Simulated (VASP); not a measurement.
Input of a VASP 6.6.1 run:

Contents of INCAR:

```
PREC = Accurate
ENCUT = 520
EDIFF = 1E-7
ISMEAR = -1
SIGMA = 0.05
LREAL = Auto
LASPH = T
NELM = 60
ALGO = Normal
ISIF = 2
LWAVE = F
LCHARG = T
GGA = PS
LELF = T
LVHAR = T
NBANDS = 84
```

Contents of KPOINTS:

```
regular mesh
0
Gamma
  2 2 1
```

Contents of POSCAR:

```
Al5HO8
1.0
    5.5708080000      0.0000000000      0.0000000000
   -2.7854040000      4.8244610000      0.0000000000
    0.0000000000      0.0000000000      8.7503070000
Al H O
10 2 16
Direct
    0.2077609960      0.3529098898      0.3733126163
    0.6992713483      0.8782950054      0.3904548720
    0.1810561884      0.8445917585      0.3666157085
    0.8247488447      0.6466629122      0.8729979417
    0.3081557374      0.1471874267      0.8841518360
    0.8102841661      0.1488249154      0.8663238901
    0.6633648132      0.3177557037      0.1579487440
    0.3197282253      0.6486113164      0.6497372035
    0.3479200091      0.6658982216      0.0490954203
    0.6762148178      0.3272282645      0.5572147354
   -0.0532796924     -0.1433942569      0.1347152734
    0.0876537771     -0.0884243856      0.6062987276
   -0.0591311993     -0.0508036027      1.0114730832
    0.0659474046      0.0203131500      0.4907827805
    0.5033682000      0.0178672809      0.0039427188
    0.9946530526      0.5047817777     -0.0130395425
    0.5208272887      0.4450445345      0.0043884175
    0.4692235763      0.9519819934      0.5078793235
    0.0676595841      0.5426927485      0.4967711419
    0.5070924260      0.5295513841      0.5275700613
    0.8164599615      0.1769731375      0.2810072835
    0.8172192992      0.6655665783      0.2483227160
    0.3550923399      0.1928091034      0.2788473593
    0.1692360080      0.8549141552      0.7536535575
    0.1532270963      0.3184811733      0.7731957290
    0.6355798257      0.8028254348      0.7685101791
    0.3371725921      0.6683855461      0.2576823876
    0.6919445875      0.3181909855      0.7616647050
```

Potentials or basis: VASP PAW PBE potentials, release 64 (Al, H, O).

Run with:

```sh
$ cat potpaw_PBE.64/Al/POTCAR potpaw_PBE.64/H/POTCAR potpaw_PBE.64/O/POTCAR > POTCAR
$ mpirun -np 1 vasp_std > vasp.out
```

Question: Estimate the band gap on the k mesh.

Answer: 3.95 eV.

Question: Predict the largest force.

Answer: 4.542 eV/Å.

Question: What does it give for the pressure?

Answer: 4.8 GPa.

Stress tensor (GPa, compression positive):
```
 5.37 -2.72 -3.28
-2.72  7.69  2.78
-3.28  2.78  1.28
```

Caveat: the k points lie up to 0.72 Å⁻¹ apart; the atoms stand as in a frame of molecular dynamics; the PAW data sets were made with another functional, which shifts forces and pressure a little.
